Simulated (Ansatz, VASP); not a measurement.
**One calculation of CuAs3, two programs**

```
Cu As
1.0
     0.00000    3.90683    3.90683
     3.90683    0.00000    3.90683
     3.90683    3.90683    0.00000
Cu As
1 3
Direct
  0.00000 0.00000 0.00000
  0.25000 0.25000 0.25000
  0.75000 0.75000 0.75000
  0.50000 0.50000 0.50000
```

Change from the starting cell: volume scaled by 1.06.

Alike in both runs: task single point; functional PBE; k mesh 6 × 6 × 6; occupations fermi-dirac, width 0.05 eV; no spin polarisation.

|  | VASP | Ansatz |
| --- | --- | --- |
| version | VASP 6.6.1 | Ansatz 0.2.0 |
| potentials or method | VASP PAW PBE potentials, release 64 (Cu, As), cutoff 520 eV | all-electron LAPW, scalar-relativistic |

VASP gave:

| Property | Result |
| --- | --- |
| gap on the k mesh at the Fermi level (eV) | none |
| pressure (GPa) | -13.4 |

Q: Which values does Ansatz return?

A: gap on the k mesh at the Fermi level (eV): none; pressure (GPa): -13.5.

A gap of «none» marks a metal or a gap that the smearing closes. Ansatz ran all-electron here, and VASP with PAW potentials.
